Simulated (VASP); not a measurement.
# MgCdSeS2 (Cmmm) in VASP: single point with PBE

Aim: the single point of MgCdSeS2 with PBE.

Everything below comes from runs of VASP 6.6.1. Logs are shortened: lines on timing, memory, paths and dates and some standing lists are left out, and cuts for length are marked.

**1. The cell of the first run**

The structure is orthorhombic, space group Cmmm (No. 65). Conventional cell: a = 5.390 Å, b = 9.013 Å, c = 5.212 Å, α = 90.00°, β = 90.00°, γ = 90.00°. Mg (site symmetry mmm) has 2 Cd at 2.70 Å and 4 S at 3.30 Å within 3.6 Å. Within 3.4 Å of Cd (site symmetry mmm) lie 2 Se at 2.61 Å and 2 Mg at 2.70 Å. Se (site symmetry mmm) has 2 S at 2.47 Å and 2 Cd at 2.61 Å within 3.3 Å. Within 3.3 Å of S (site symmetry m2m) lie 1 Se at 2.47 Å and 2 S at 2.73 Å.

**2. Single point, PBE**

File INCAR:

```
SYSTEM = MgCdSeS2
ALGO     = Normal         ! electronic algorithm
EDIFF    = 1E-7           ! SCF threshold, eV
ENCUT    = 520            ! plane-wave cutoff, eV
GGA      = PE             ! functional
ISIF     = 2              ! what is computed and relaxed
ISMEAR   = 0              ! smearing method
LASPH    = .TRUE.         ! aspherical terms in the spheres
LCHARG   = .FALSE.        ! write CHGCAR
LREAL    = .FALSE.        ! projectors in reciprocal space
LWAVE    = .FALSE.        ! write WAVECAR
NBANDS   = 24             ! bands
NELM     = 100            ! most SCF steps
PREC     = Accurate       ! precision mode
SIGMA    = 0.1            ! smearing width, eV
```

File KPOINTS:

```
k-points
0
G
  4 4 4
  0 0 0
```

File POSCAR:

```
MgCdSeS2
1.0
    2.6951339825     -4.5065775310      0.0000000000
    2.6951339825      4.5065775310      0.0000000000
    0.0000000000      0.0000000000      5.2121219541
Mg Cd Se S
1 1 1 2
Direct
    0.0000000000      0.0000000000      0.0000000000
    0.5000000000      0.5000000000      0.0000000000
    0.5000000000      0.5000000000      0.5000000000
    0.7745560475      0.2254439525      0.5000000000
    0.2254439525      0.7745560475      0.5000000000
```

Potentials or basis: VASP PAW PBE potentials, release 64 (Mg, Cd, Se, S).

On the command line:

```console
> cat potpaw_PBE.64/Mg/POTCAR potpaw_PBE.64/Cd/POTCAR potpaw_PBE.64/Se/POTCAR potpaw_PBE.64/S/POTCAR > POTCAR
> mpirun -np 1 vasp_std > vasp.out
```

OUTCAR:

```text
SYSTEM = MgCdSeS2
   EDIFF = 1E-7
   ENCUT = 520
   GGA = PE
   ISIF = 2
   ISMEAR = 0
   LASPH = .TRUE.
   LREAL = .FALSE.
   NELM = 100
   PREC = Accurate

 ion  position               nearest neighbor table
   1  0.000  0.000  0.000-   2 2.70   2 2.70
   2  0.500  0.500  0.000-   3 2.61   3 2.61   1 2.70   1 2.70
   3  0.500  0.500  0.500-   4 2.47   5 2.47   2 2.61   2 2.61
   4  0.775  0.225  0.500-   3 2.47   5 2.73   5 2.73
   5  0.225  0.775  0.500-   3 2.47   4 2.73   4 2.73

  LATTYP: Found a base centered orthorhombic cell.
 ALAT       =     5.3902679650
 B/A-ratio  =     1.6721163253
 C/A-ratio  =     0.9669504351

  Lattice vectors:

 A1 = (   2.6951339825,  -4.5065775310,   0.0000000000)
 A2 = (   2.6951339825,   4.5065775310,   0.0000000000)
 A3 = (   0.0000000000,   0.0000000000,   5.2121219541)

Analysis of symmetry for initial positions (statically):
=====================================================================
 Subroutine PRICEL returns:
 Original cell was already a primitive cell.

 Routine SETGRP: Setting up the symmetry group for a
 base centered orthorhombic supercell.

 Subroutine GETGRP returns: Found  8 space group operations
 (whereof  8 operations were pure point group operations)
 out of a pool of  8 trial point group operations.

The static configuration has the point symmetry D_2h.

Analysis of symmetry for dynamics (positions and initial velocities):
=====================================================================
 Subroutine PRICEL returns:
 Original cell was already a primitive cell.

 Routine SETGRP: Setting up the symmetry group for a
 base centered orthorhombic supercell.

 Subroutine GETGRP returns: Found  8 space group operations
 (whereof  8 operations were pure point group operations)
 out of a pool of  8 trial point group operations.

The dynamic configuration has the point symmetry D_2h.

 Subroutine INISYM returns: Found  8 space group operations
 (whereof  8 operations are pure point group operations),
 and found     1 'primitive' translations

----------------------------------------------------------------------------------------

                                     Primitive cell

  volume of cell :     126.6111

  direct lattice vectors                    reciprocal lattice vectors
     2.695133982 -4.506577531  0.000000000     0.185519534 -0.110948940  0.000000000
     2.695133982  4.506577531  0.000000000     0.185519534  0.110948940  0.000000000
     0.000000000  0.000000000  5.212121954     0.000000000  0.000000000  0.191860438

  length of vectors
     5.250998784  5.250998784  5.212121954     0.216164670  0.216164670  0.191860438

  position of ions in fractional coordinates (direct lattice)
     0.000000000  0.000000000  0.000000000
     0.500000000  0.500000000  0.000000000
     0.500000000  0.500000000  0.500000000
     0.774556047  0.225443953  0.500000000
     0.225443953  0.774556047  0.500000000

  ion indices of the primitive-cell ions
   primitive index   ion index
                 1           1
                 2           2
                 3           3
                 4           4
                 5           5

----------------------------------------------------------------------------------------

 KPOINTS: k-points

Automatic generation of k-mesh.
 Grid dimensions read from file:
 generate k-points for:    4    4    4

 Generating k-lattice:

  Cartesian coordinates                     Fractional coordinates (reciprocal lattice)
     0.046379883 -0.027737235  0.000000000     0.250000000  0.000000000  0.000000000
     0.046379883  0.027737235  0.000000000     0.000000000  0.250000000  0.000000000
     0.000000000  0.000000000  0.047965109     0.000000000  0.000000000  0.250000000

  Length of vectors
     0.054041168  0.054041168  0.047965109

  Shift w.r.t. Gamma in fractional coordinates (k-lattice)
     0.000000000  0.000000000  0.000000000

 Subroutine IBZKPT returns following result:
 ===========================================

 Found     21 irreducible k-points:

 Following reciprocal coordinates:
            Coordinates               Weight
  0.000000  0.000000  0.000000      1.000000
  0.250000  0.000000  0.000000      4.000000
  0.500000  0.000000  0.000000      2.000000
  0.250000  0.250000  0.000000      2.000000
  0.500000  0.250000  0.000000      4.000000
 -0.250000  0.250000  0.000000      2.000000
[... 13 lines left out ...]
 -0.250000  0.250000  0.500000      2.000000
  0.500000  0.500000  0.500000      1.000000
   k-points           NKPTS =     21   k-points in BZ     NKDIM =     21   number of bands    NBANDS=     24
   number of dos      NEDOS =    301   number of ions     NIONS =      5
   total plane-waves  NPLWV =  64000
   dimension x,y,z NGX =    40 NGY =   40 NGZ =   40
   dimension x,y,z NGXF=    80 NGYF=   80 NGZF=   80
   ions per type =               1   1   1   2
   NGX,Y,Z   is equivalent  to a cutoff of  12.66, 12.66, 12.76 a.u.
   NGXF,Y,Z  is equivalent  to a cutoff of  25.33, 25.33, 25.52 a.u.
 SYSTEM =  MgCdSeS2
   PREC   = accura    normal or accurate (medium, high low for compatibility)
   ISTART =      0    job   : 0-new  1-cont  2-samecut
   ICHARG =      2    charge: 1-file 2-atom 10-const
   ISPIN  =      1    spin polarized calculation?
   LNONCOLLINEAR =      F non collinear calculations
   LSORBIT =      F    spin-orbit coupling
   LASPH  =      T    aspherical Exc in radial PAW
   ENCUT  =  520.0 eV  38.22 Ry    6.18 a.u.   9.76  9.76  9.69*2*pi/ulx,y,z
   NELM   =    100;   NELMIN=  2; NELMDL= -5     # of ELM steps
   EDIFF  = 0.1E-06   stopping-criterion for ELM
   LREAL  =      F    real-space projection
   EDIFFG = 0.1E-05   stopping-criterion for IOM
   NSW    =      0    number of steps for IOM
   IBRION =     -1    ionic relax: 0-MD 1-quasi-New 2-CG
   NFREE  =      0    steps in history (QN), initial steepest desc. (CG)
   ISIF   =      2    stress and relaxation
   ISYM   =      2    0-nonsym 1-usesym 2-fastsym
   POTIM  = 0.5000    time-step for ionic-motion
   TEBEG  =    0.0;   TEEND  =   0.0 temperature during run
   PSTRESS=    0.0 pullay stress
   NELECT =      32.0000    total number of electrons
   NUPDOWN=      -1.0000    fix difference up-down
   EMIN   =  10.00;   EMAX   =-10.00  energy-range for DOS
   EFERMI =   0.00;   METHOD = LEGACY
   ISMEAR =     0;   SIGMA  =   0.10  broadening in eV -4-tet -1-fermi 0-gaus
   EFERMI_NEDOS =   21; number of points for ismear=-14 and -15
   IALGO  =     38    algorithm
   IMIX   =      4    mixing-type and parameters
     AMIX     =   0.40;   BMIX     =  1.00
     AMIX_MAG =   1.60;   BMIX_MAG =  1.00
  volume/ion in A,a.u.               =      25.32       170.88
  Fermi-wavevector in a.u.,A,eV,Ry     =   1.035065  1.955989 14.576728  1.071359
  Thomas-Fermi vector in A             =   2.169390
   LORBIT       =      0    0 simple, 1 ext, 2 COOP (PROOUT), +10 PAW based schemes
   GGA     = PE    functional components
   LHFCALC =     F    Hartree Fock is set to
   AEXX    =    0.0000 exact exchange contribution
   IVDW    =     0    specifies the selected vdW correction
   LEPSILON=     F    determine dielectric tensor
   LRPA    =     F    only Hartree local field effects (RPA)
 non-spin polarized calculation
 Gauss-broadening in eV      SIGMA  =   0.10
  energy-cutoff  :      520.00
  volume of cell :      126.61
 maximum number of plane-waves:      3438
   NGX = 19   NGY = 19   NGZ = 19

 number of electron      32.0000003 magnetization

 Free energy of the ion-electron system (eV)
  ---------------------------------------------------
  ext. energy  EPLUGINS =         0.00000000
  ---------------------------------------------------
  free energy    TOTEN  =       -12.65331695 eV

  energy without entropy =      -12.63697101  energy(sigma->0) =      -12.64514398

 E-fermi :   2.5009     XC(G=0):  -8.8784

 val. band max:        2.5007704704   @ k =   0.5000   0.0000   0.2500
 cond. band min:       2.5406534694   @ k =   0.5000   0.0000   0.2500
 fundamental gap:      0.0398829989
 Fermi energy:         2.5008925877

 k-point     1 :       0.0000    0.0000    0.0000
  band No.  band energies     occupation
      1     -12.2656      2.00000
      2      -9.0065      2.00000
      3      -8.5384      2.00000
      4      -6.4819      2.00000
      5      -6.3134      2.00000
      6      -6.2929      2.00000
[... 16 lines left out ...]
     23       7.7908      0.00000
     24       8.5920      0.00000

 k-point     2 :       0.2500    0.0000    0.0000
  band No.  band energies     occupation
      1     -12.0602      2.00000
      2      -9.4534      2.00000
      3      -8.6554      2.00000
      4      -6.4622      2.00000
      5      -6.3169      2.00000
      6      -6.2864      2.00000
[... 16 lines left out ...]
     23       8.0865      0.00000
     24       9.3994      0.00000

 k-point     3 :       0.5000    0.0000    0.0000
  band No.  band energies     occupation
      1     -11.7783      2.00000
      2      -9.9644      2.00000
      3      -8.7450      2.00000
      4      -6.4413      2.00000
      5      -6.3205      2.00000
      6      -6.2819      2.00000
[... 16 lines left out ...]
     23       9.7266      0.00000
     24      10.4271      0.00000
[... 433 lines left out ...]
 k-point    20 :      -0.2500    0.2500    0.5000
  band No.  band energies     occupation
      1     -11.8284      2.00000
      2      -9.7723      2.00000
      3      -8.0633      2.00000
      4      -6.7956      2.00000
      5      -6.3956      2.00000
      6      -6.3665      2.00000
[... 16 lines left out ...]
     23       8.5166      0.00000
     24       9.3821      0.00000

 k-point    21 :       0.5000    0.5000    0.5000
  band No.  band energies     occupation
      1     -11.1769      2.00000
      2     -10.7526      2.00000
      3      -8.0261      2.00000
      4      -6.7947      2.00000
      5      -6.4005      2.00000
      6      -6.3737      2.00000
[... 16 lines left out ...]
     23       8.9005      0.00000
     24       9.1934      0.00000

------------------------ aborting loop because EDIFF is reached ----------------------------------------

  FORCE on cell =-STRESS in cart. coord.  units (eV):
  Direction    XX          YY          ZZ          XY          YZ          ZX
  --------------------------------------------------------------------------------------
  -------------------------------------------------------------------------------------
  Total       -0.1657332      0.0117857      0.3706942      0.0000000      0.0000000      0.0000000
  in kB       -2.0972407      0.1491406      4.6908831      0.0000000      0.0000000      0.0000000
  external PRESSURE =       0.9142610 kB  Pullay stress =       0.0000000 kB

 VOLUME and BASIS-vectors are now :
 -----------------------------------------------------------------------------
  energy-cutoff  :      520.00
  volume of cell :      126.61
      direct lattice vectors                 reciprocal lattice vectors
     2.695133982 -4.506577531  0.000000000     0.185519534 -0.110948940  0.000000000
     2.695133982  4.506577531  0.000000000     0.185519534  0.110948940  0.000000000
     0.000000000  0.000000000  5.212121954     0.000000000  0.000000000  0.191860438

 POSITION                                       TOTAL-FORCE (eV/Angst)
 -----------------------------------------------------------------------------------
      0.00000      0.00000      0.00000        -0.000000      0.000000      0.000000
      2.69513      0.00000      0.00000         0.000000      0.000000      0.000000
      2.69513      0.00000      2.60606        -0.000000      0.000000      0.000000
      2.69513     -2.47462      2.60606        -0.000000      0.018484      0.000000
      2.69513      2.47462      2.60606        -0.000000     -0.018484     -0.000000
 -----------------------------------------------------------------------------------
    total drift:                               -0.000000      0.000000     -0.000000

  FREE ENERGIE OF THE ION-ELECTRON SYSTEM (eV)
  ---------------------------------------------------
  free  energy   TOTEN  =       -12.6533169501 eV

  energy  without entropy=      -12.6369710062  energy(sigma->0) =      -12.64514398
```

Run time: 43 s. Hardware: 1 thread of Intel Xeon Platinum 8488C (Sapphire Rapids), shared host; peak memory 0.28 GiB.

Results:

* Free energy: -12.6533 eV
* Pressure: 0.1 GPa
* Largest force: 0.018 eV/Å
* Band gap on the k mesh: zero (band 16 reaches 3.30 eV, above the bottom of band 17 at 1.62 eV)

Forces on the atoms (eV/Å):
```
Mg   0.000  0.000  0.000
Cd   0.000  0.000  0.000
Se   0.000  0.000  0.000
S    0.000  0.018  0.000
S    0.000 -0.018  0.000
```

Stress tensor (GPa, compression positive):
```
-0.21  0.00  0.00
 0.00  0.01  0.00
 0.00  0.00  0.47
```
